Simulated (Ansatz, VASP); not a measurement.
ZnPdC4N4 in VASP and in Ansatz

```
CELL_PARAMETERS angstrom
5.90860 0.00000 0.00000
0.00000 5.90860 0.00000
0.00000 0.00000 5.90860
ATOMIC_POSITIONS crystal
Zn 0.00000 0.00000 0.00000
Pd 0.50000 0.50000 0.50000
C 0.18732 0.18732 0.18732
C 0.18732 0.81268 0.81268
C 0.81268 0.18732 0.81268
C 0.81268 0.81268 0.18732
N 0.30164 0.30164 0.30164
N 0.30164 0.69836 0.69836
N 0.69836 0.30164 0.69836
N 0.69836 0.69836 0.30164
```

Alike in both runs: task single point; functional PBE; k mesh 4 × 4 × 4; occupations gaussian, width 0.1 eV; collinear spin.

|  | VASP | Ansatz |
| --- | --- | --- |
| version | VASP 6.6.1 | Ansatz 0.2.0 |
| potentials or method | VASP PAW PBE potentials, release 64 (Zn, Pd, C, N), cutoff 520 eV | scalar-relativistic, plane waves, PAW |
| valence electrons in the cell | 58 | 66 |

Ansatz gave:

| Quantity | Value |
| --- | --- |
| gap on the k mesh at the Fermi level (eV) | none |
| pressure (GPa) | 3.3 |
| rms of the force components (eV/Å) | 0.579 |
| net moment per atom (μB) | 0.20 |
| size of the moment on the site where the two differ most (μB) | 1.05 |

What did VASP give for the same quantities?

gap on the k mesh at the Fermi level (eV): none; pressure (GPa): 3.7; rms of the force components (eV/Å): 0.401; net moment per atom (μB): 0.20; size of the moment on the site where the two differ most (μB): 1.28.

Site moments also hang on the region over which each program counts them. Atom by atom the forces differ by 0.188 eV/Å (rms over components). A gap of «none» marks a metal or a gap that the smearing closes. VASP's potentials hold 58 valence electrons a cell and Ansatz's 66, so a difference there can come from the potentials and not from the codes.

Noted on VASP's run: the standard files for N, O and F lose accuracy on very short bonds.
